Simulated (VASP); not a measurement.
Input of a VASP 6.6.1 run:

Contents of INCAR:

```
ALGO     = Normal         # electronic algorithm
EDIFF    = 1E-7           # SCF threshold, eV
ENCUT    = 520            # plane-wave cutoff, eV
GGA      = PE             # functional
ISIF     = 2              # what is computed and relaxed
ISMEAR   = 0              # smearing method
LASPH    = True           # aspherical terms in the spheres
LCHARG   = False          # write CHGCAR
LREAL    = False          # projectors in reciprocal space
LWAVE    = False          # write WAVECAR
NBANDS   = 32             # bands
NELM     = 100            # most SCF steps
PREC     = Accurate       # precision mode
SIGMA    = 0.1            # smearing width, eV
```

Contents of KPOINTS:

```
k-points
0
Gamma
  12 12 4
```

Contents of POSCAR:

```
W2Cl3
1.0
    3.0218094906      0.0000000000      0.0000000000
   -1.5109047453      2.6169637843      0.0000000000
    0.0000000000      0.0000000000     13.6276713256
W Cl
2 3
Direct
    0.0000000000      0.0000000000      0.9564841544
    0.0000000000      0.0000000000      0.5277137809
    0.3333333333      0.6666666667      0.0834017475
    0.3333333333      0.6666666667      0.6572408718
    0.6666666667      0.3333333333      0.3951594454
```

Potentials or basis: VASP PAW PBE potentials, release 64 (W_sv, Cl).

The run is started by

```bash
$ cat potpaw_PBE.64/W_sv/POTCAR potpaw_PBE.64/Cl/POTCAR > POTCAR
$ mpirun -np 1 vasp_std > vasp.out
```

Q: Predict the pressure.

A: 0.1 GPa.

Q: Estimate the band gap on the k mesh.

A: Zero (an odd number of electrons rules out a gap without spin polarisation).

Q: Predict the largest force.

A: 0.053 eV/Å.

Forces on the atoms (eV/Å):
```
W    0.000  0.000 -0.053
W    0.000  0.000  0.003
Cl   0.000  0.000  0.053
Cl   0.000  0.000  0.029
Cl   0.000  0.000 -0.031
```

Caveat: the cell differs from its parent crystal (atoms taken out); spin-orbit coupling is left out, which moves the levels of the heavy elements; this functional lacks dispersion, which binds layers or chains, so the pressure and a relaxed spacing across them are unreliable; an odd number of electrons without spin polarisation forces a metal; a magnetic or distorted state may lie lower.
